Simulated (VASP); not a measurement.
# HgTe (F-43m) in VASP: further runs

Aim: see how the results for HgTe move with the level of theory and the settings. Levels: HSE06, PBE0, r2SCAN. Tasks: single point, relaxation of cell and atoms.

All numbers are computed with VASP 6.6.1; they aren't measurements. Logs are shortened: lines on timing, memory, paths and dates and some standing lists are left out, and cuts for length are marked.

## 1. The cell of the first run

Symmetry: F-43m, No. 216, cubic system. Conventional cell: a = 6.298 Å, b = 6.298 Å, c = 6.298 Å, α = 90.00°, β = 90.00°, γ = 90.00°. Within 3.6 Å of Hg (site symmetry -43m) lie 4 Te at 2.73 Å. Te (site symmetry -43m) has 4 Hg at 2.73 Å within 3.6 Å.

## 2. Single point, HSE06

The input, POSCAR:

```
HgTe
1.0
    0.0000000000      3.1488795465      3.1488795465
    3.1488795465      0.0000000000      3.1488795465
    3.1488795465      3.1488795465      0.0000000000
Hg Te
1 1
Direct
    0.0000000000      0.0000000000      0.0000000000
    0.7500000000      0.7500000000      0.7500000000
```

The input, INCAR.step1:

```
  PREC = Accurate
  ENCUT = 520
  EDIFF = 1E-5
  ISMEAR = -1
  SIGMA = 0.05
  LREAL = F
  LASPH = T
  NELM = 80
  ALGO = Normal
  ISIF = 2
  LWAVE = T
  LCHARG = F
  NBANDS = 16
  GGA = PE
```

The input, INCAR.step2:

```
  PREC = Accurate
  ENCUT = 520
  EDIFF = 1E-7
  ISMEAR = -1
  SIGMA = 0.05
  LREAL = F
  LASPH = T
  NELM = 80
  ALGO = Normal
  ISIF = 2
  LWAVE = F
  LCHARG = F
  GGA = PE
  LHFCALC = T
  HFSCREEN = 0.2079
  PRECFOCK = Normal
  NBANDS = 16
  ISTART = 1
```

The input, KPOINTS:

```
regular mesh
0
Gamma
  4 4 4
```

Potentials or basis: VASP PAW PBE potentials, release 64 (Hg, Te).

Started as:

```sh
$ cat potpaw_PBE.64/Hg/POTCAR potpaw_PBE.64/Te/POTCAR > POTCAR
$ cp INCAR.step1 INCAR
$ mpirun -np 1 vasp_std > vasp.out
$ cp INCAR.step2 INCAR
$ mpirun -np 1 vasp_std > vasp.out
```

OUTCAR:

```text
PREC = Accurate
   ENCUT = 520
   EDIFF = 1E-7
   ISMEAR = -1
   LREAL = F
   LASPH = T
   NELM = 80
   ISIF = 2
   GGA = PE
   LHFCALC = T
   HFSCREEN = 0.2079
   PRECFOCK = Normal
   ISTART = 1

 ion  position               nearest neighbor table
   1  0.000  0.000  0.000-   2 2.73   2 2.73   2 2.73   2 2.73
   2  0.750  0.750  0.750-   1 2.73   1 2.73   1 2.73   1 2.73

  LATTYP: Found a face centered cubic cell.
 ALAT       =     6.2977590930

  Lattice vectors:

 A1 = (   0.0000000000,   3.1488795465,   3.1488795465)
 A2 = (   3.1488795465,   0.0000000000,   3.1488795465)
 A3 = (   3.1488795465,   3.1488795465,   0.0000000000)

Analysis of symmetry for initial positions (statically):
=====================================================================
 Subroutine PRICEL returns:
 Original cell was already a primitive cell.

 Routine SETGRP: Setting up the symmetry group for a
 face centered cubic supercell.

 Subroutine GETGRP returns: Found 24 space group operations
 (whereof 24 operations were pure point group operations)
 out of a pool of 48 trial point group operations.

The static configuration has the point symmetry T_d .

Analysis of symmetry for dynamics (positions and initial velocities):
=====================================================================
 Subroutine PRICEL returns:
 Original cell was already a primitive cell.

 Routine SETGRP: Setting up the symmetry group for a
 face centered cubic supercell.

 Subroutine GETGRP returns: Found 24 space group operations
 (whereof 24 operations were pure point group operations)
 out of a pool of 48 trial point group operations.

The dynamic configuration has the point symmetry T_d .

 Subroutine INISYM returns: Found 24 space group operations
 (whereof 24 operations are pure point group operations),
 and found     1 'primitive' translations

----------------------------------------------------------------------------------------

                                     Primitive cell

  volume of cell :      62.4451

  direct lattice vectors                    reciprocal lattice vectors
     0.000000000  3.148879546  3.148879546    -0.158786639  0.158786639  0.158786639
[... 70 lines left out ...]
   LREAL  =      F    real-space projection
   EDIFFG = 0.1E-05   stopping-criterion for IOM
   NSW    =      0    number of steps for IOM
   IBRION =     -1    ionic relax: 0-MD 1-quasi-New 2-CG
   NFREE  =      0    steps in history (QN), initial steepest desc. (CG)
   ISIF   =      2    stress and relaxation
   ISYM   =      3    0-nonsym 1-usesym 2-fastsym
   POTIM  = 0.5000    time-step for ionic-motion
   TEBEG  =    0.0;   TEEND  =   0.0 temperature during run
   PSTRESS=    0.0 pullay stress
   NELECT =      18.0000    total number of electrons
   NUPDOWN=      -1.0000    fix difference up-down
   EMIN   =  10.00;   EMAX   =-10.00  energy-range for DOS
   EFERMI =   0.00;   METHOD = LEGACY
   ISMEAR =    -1;   SIGMA  =   0.05  broadening in eV -4-tet -1-fermi 0-gaus
   EFERMI_NEDOS =   21; number of points for ismear=-14 and -15
   IALGO  =     38    algorithm
   IMIX   =      1    mixing-type and parameters
     AMIX     =   0.40;   BMIX     =  1.00
     AMIX_MAG =   1.60;   BMIX_MAG =  1.00
  volume/ion in A,a.u.               =      31.22       210.70
  Fermi-wavevector in a.u.,A,eV,Ry     =   1.081433  2.043612 15.911977  1.169497
  Thomas-Fermi vector in A             =   2.217449
   LORBIT       =      0    0 simple, 1 ext, 2 COOP (PROOUT), +10 PAW based schemes
   GGA     = PE    functional components
   LHFCALC =     T    Hartree Fock is set to
   PRECFOCK=normal    Normal, Fast or Accurate (Low or Medium for compatibility)
   ENCUT4O =  -1.0   cutoff for four orbital integrals eV
   NKREDX  =     1    reduce k-point grid by
   NKREDY  =     1    reduce k-point grid by
   NKREDZ  =     1    reduce k-point grid by
   AEXX    =    0.2500 exact exchange contribution
   HFSCREEN=    0.2079 screening length (either q_TF or 0.3 A-1)
   HFSCREENC=   0.2079 screening length for correlation (either q_TF or 0.3 A-1)
   ENCUTFOCK=  -1.0 apply spherical cutoff to Coloumb kernel
   IVDW    =     0    specifies the selected vdW correction
   LEPSILON=     F    determine dielectric tensor
   LRPA    =     F    only Hartree local field effects (RPA)
 non-spin polarized calculation
  energy-cutoff  :      520.00
  volume of cell :       62.45
 maximum number of plane-waves:      1700
 NGX is ok and might be reduce to    36
  NGX = 28; NGY = 28; NGZ = 28

 number of electron      18.0000001 magnetization

 Free energy of the ion-electron system (eV)
  ---------------------------------------------------
  ext. energy  EPLUGINS =         0.00000000
  ---------------------------------------------------
  free energy    TOTEN  =        -4.49040725 eV

  energy without entropy =       -4.48802506  energy(sigma->0) =       -4.48921616

 E-fermi :   3.6376     XC(G=0):  -7.5668

 val. band max:        3.5239905090   @ k =   0.0000   0.0000   0.0000
 cond. band min:       3.6847446787   @ k =   0.0000   0.0000   0.0000
 fundamental gap:      0.1607541697
 Fermi energy:         3.6376044975

 k-point     1 :       0.0000    0.0000    0.0000
  band No.  band energies     occupation
      1     -10.1332      2.00000
      2      -5.4250      2.00000
      3      -5.4250      2.00000
      4      -5.4250      2.00000
      5      -4.7854      2.00000
      6      -4.7854      2.00000
[... 129 lines left out ...]
      3      -5.0996      2.00000
      4      -4.8510      2.00000
      5      -4.8289      2.00000
      6      -3.9262      2.00000
[... 8 lines left out ...]
     15      15.9403      0.00000
     16      15.9422      0.00000

------------------------ aborting loop because EDIFF is reached ----------------------------------------

  FORCE on cell =-STRESS in cart. coord.  units (eV):
  Direction    XX          YY          ZZ          XY          YZ          ZX
  --------------------------------------------------------------------------------------
  -------------------------------------------------------------------------------------
  Total        2.8261854      2.8261854      2.8261854     -0.0000000     -0.0000000      0.0000000
  in kB       72.5125360     72.5125360     72.5125360     -0.0000000     -0.0000000      0.0000000
  external PRESSURE =      72.5125360 kB  Pullay stress =       0.0000000 kB

 VOLUME and BASIS-vectors are now :
 -----------------------------------------------------------------------------
  energy-cutoff  :      520.00
  volume of cell :       62.45
      direct lattice vectors                 reciprocal lattice vectors
     0.000000000  3.148879546  3.148879546    -0.158786639  0.158786639  0.158786639
     3.148879546  0.000000000  3.148879546     0.158786639 -0.158786639  0.158786639
     3.148879546  3.148879546  0.000000000     0.158786639  0.158786639 -0.158786639

 POSITION                                       TOTAL-FORCE (eV/Angst)
 -----------------------------------------------------------------------------------
      0.00000      0.00000      0.00000         0.000000      0.000000      0.000000
      4.72332      4.72332      4.72332        -0.000000     -0.000000     -0.000000
 -----------------------------------------------------------------------------------
    total drift:                                0.000000      0.000004      0.000002

  FREE ENERGIE OF THE ION-ELECTRON SYSTEM (eV)
  ---------------------------------------------------
  free  energy   TOTEN  =        -4.4904072506 eV

  energy  without entropy=       -4.4880250621  energy(sigma->0) =       -4.48921616
```

OSZICAR.step1:

```text
N       E                     dE             d eps       ncg     rms          rms(c)
DAV:   1     0.107610897537E+03    0.10761E+03   -0.83367E+03   264   0.988E+02
DAV:   2    -0.101319494543E+00   -0.10771E+03   -0.10148E+03   296   0.237E+02
DAV:   3    -0.349492812488E+01   -0.33936E+01   -0.33861E+01   336   0.425E+01
DAV:   4    -0.352466667474E+01   -0.29739E-01   -0.29736E-01   336   0.364E+00
DAV:   5    -0.352491325726E+01   -0.24658E-03   -0.24658E-03   352   0.258E-01    0.916E+00
DAV:   6    -0.329724874238E+01    0.22766E+00   -0.44089E-01   280   0.919E+00    0.702E+00
DAV:   7    -0.328662410518E+01    0.10625E-01   -0.12587E-01   280   0.246E+00    0.236E+00
DAV:   8    -0.328562481181E+01    0.99929E-03   -0.14665E-02   296   0.142E+00    0.649E-01
DAV:   9    -0.328569912890E+01   -0.74317E-04   -0.84343E-04   328   0.338E-01    0.175E-01
DAV:  10    -0.328574334620E+01   -0.44217E-04   -0.10277E-04   296   0.878E-02    0.518E-02
DAV:  11    -0.328576595355E+01   -0.22607E-04   -0.51957E-05   288   0.571E-02    0.506E-02
DAV:  12    -0.328576300366E+01    0.29499E-05   -0.53205E-06   200   0.241E-02
   1 F= -.32857630E+01 E0= -.32842708E+01  d E =-.298447E-02
```

Wall time 8.9 min (1 thread of Intel Xeon 6975P-C (Granite Rapids), shared host); peak memory 0.31 GiB.

What came out:

```
Free energy            : -4.4904 eV
Pressure               : 7.3 GPa
Band gap on the k mesh : 0.16 eV
```

Caveat: the k points lie up to 0.43 Å⁻¹ apart; the PAW data sets were made with another functional, which shifts forces and pressure a little; spin-orbit coupling is left out, which moves the levels of the heavy elements.

## 3. Single point, PBE0

POSCAR is that of step 2.

The input, INCAR.step1:

```
SYSTEM = HgTe
ALGO = Normal ; EDIFF = 1E-5
ENCUT = 520 ; GGA = PE
ISIF = 2 ; ISMEAR = -1
LASPH = .TRUE. ; LCHARG = .FALSE.
LREAL = .FALSE. ; LWAVE = .TRUE.
NBANDS = 16 ; NELM = 100
PREC = Accurate ; SIGMA = 0.05
```

The input, INCAR.step2:

```
SYSTEM = HgTe
AEXX = 0.25 ; ALGO = Normal
EDIFF = 1E-7 ; ENCUT = 520
GGA = PE ; ISIF = 2
ISMEAR = -1 ; ISTART = 1
LASPH = .TRUE. ; LCHARG = .FALSE.
LHFCALC = .TRUE. ; LREAL = .FALSE.
LWAVE = .FALSE. ; NBANDS = 16
NELM = 100 ; PREC = Accurate
PRECFOCK = Normal ; SIGMA = 0.05
```

The input, KPOINTS:

```
k-points
0
G
  4 4 4
  0 0 0
```

Potentials or basis: VASP PAW PBE potentials, release 64 (Hg, Te).

Started as:

```sh
$ cat potpaw_PBE.64/Hg/POTCAR potpaw_PBE.64/Te/POTCAR > POTCAR
$ cp INCAR.step1 INCAR
$ mpirun -np 1 vasp_std > vasp.out
$ cp INCAR.step2 INCAR
$ mpirun -np 1 vasp_std > vasp.out
```

OUTCAR:

```text
SYSTEM = HgTe
   AEXX = 0.25
   EDIFF = 1E-7
   ENCUT = 520
   GGA = PE
   ISIF = 2
   ISMEAR = -1
   ISTART = 1
   LASPH = .TRUE.
   LHFCALC = .TRUE.
   LREAL = .FALSE.
   NELM = 100
   PREC = Accurate
   PRECFOCK = Normal

 ion  position               nearest neighbor table
   1  0.000  0.000  0.000-   2 2.73   2 2.73   2 2.73   2 2.73
   2  0.750  0.750  0.750-   1 2.73   1 2.73   1 2.73   1 2.73

  LATTYP: Found a face centered cubic cell.
 ALAT       =     6.2977590930

  Lattice vectors:

 A1 = (   0.0000000000,   3.1488795465,   3.1488795465)
 A2 = (   3.1488795465,   0.0000000000,   3.1488795465)
 A3 = (   3.1488795465,   3.1488795465,   0.0000000000)

Analysis of symmetry for initial positions (statically):
=====================================================================
 Subroutine PRICEL returns:
 Original cell was already a primitive cell.

 Routine SETGRP: Setting up the symmetry group for a
 face centered cubic supercell.

 Subroutine GETGRP returns: Found 24 space group operations
 (whereof 24 operations were pure point group operations)
 out of a pool of 48 trial point group operations.

The static configuration has the point symmetry T_d .
[... 151 lines left out ...]

 E-fermi :   3.6324     XC(G=0):  -7.1890

 val. band max:        3.1688499652   @ k =   0.0000   0.0000   0.0000
 cond. band min:       4.0410094632   @ k =   0.0000   0.0000   0.0000
 fundamental gap:      0.8721594979
 Fermi energy:         3.6323998722

 k-point     1 :       0.0000    0.0000    0.0000
  band No.  band energies     occupation
      1     -10.5540      2.00000
      2      -5.8391      2.00000
      3      -5.8391      2.00000
      4      -5.8391      2.00000
      5      -5.1975      2.00000
      6      -5.1975      2.00000
[... 129 lines left out ...]
      3      -5.5134      2.00000
      4      -5.2643      2.00000
      5      -5.2429      2.00000
      6      -4.3377      2.00000
[... 8 lines left out ...]
     15      16.3360      0.00000
     16      16.3398      0.00000

------------------------ aborting loop because EDIFF is reached ----------------------------------------

  FORCE on cell =-STRESS in cart. coord.  units (eV):
  Direction    XX          YY          ZZ          XY          YZ          ZX
  --------------------------------------------------------------------------------------
  -------------------------------------------------------------------------------------
  Total        2.7364500      2.7364500      2.7364500      0.0000000     -0.0000000      0.0000000
  in kB       70.2101594     70.2101594     70.2101594      0.0000000     -0.0000000      0.0000000
  external PRESSURE =      70.2101594 kB  Pullay stress =       0.0000000 kB

 VOLUME and BASIS-vectors are now :
 -----------------------------------------------------------------------------
  energy-cutoff  :      520.00
  volume of cell :       62.45
      direct lattice vectors                 reciprocal lattice vectors
     0.000000000  3.148879546  3.148879546    -0.158786639  0.158786639  0.158786639
     3.148879546  0.000000000  3.148879546     0.158786639 -0.158786639  0.158786639
     3.148879546  3.148879546  0.000000000     0.158786639  0.158786639 -0.158786639

 POSITION                                       TOTAL-FORCE (eV/Angst)
 -----------------------------------------------------------------------------------
      0.00000      0.00000      0.00000        -0.000000      0.000000      0.000000
      4.72332      4.72332      4.72332         0.000000     -0.000000     -0.000000
 -----------------------------------------------------------------------------------
    total drift:                                0.000008      0.000008      0.000004

  FREE ENERGIE OF THE ION-ELECTRON SYSTEM (eV)
  ---------------------------------------------------
  free  energy   TOTEN  =        -5.0550267316 eV

  energy  without entropy=       -5.0550181547  energy(sigma->0) =       -5.05502244
```

It took 9.5 min on 1 thread of Intel Xeon 6975P-C (Granite Rapids), shared host; peak memory 0.21 GiB.

Results:

* Free energy: -5.0550 eV
* Pressure: 7.0 GPa
* Band gap on the k mesh: 0.87 eV

Levels at points of the mesh, in eV from the valence-band top:
| k point | band 6 | band 7 | band 8 | band 9 | band 10 | band 11 | band 12 | band 13 |
| --- | --- | --- | --- | --- | --- | --- | --- | --- |
| (0.00, 0.00, 0.00) | -8.37 | 0.00 | 0.00 | 0.00 | 0.87 | 5.55 | 5.55 | 5.55 |
| (0.50, 0.00, 0.00) | -7.93 | -6.57 | -1.27 | -1.27 | 2.10 | 6.46 | 6.46 | 8.35 |
| (0.50, 0.50, 0.00) | -7.73 | -6.42 | -2.88 | -2.88 | 3.25 | 3.56 | 10.38 | 11.14 |

Caveat: the k points lie up to 0.43 Å⁻¹ apart; the PAW data sets were made with another functional, which shifts forces and pressure a little; spin-orbit coupling is left out, which moves the levels of the heavy elements.

[end of part 1 of 2]
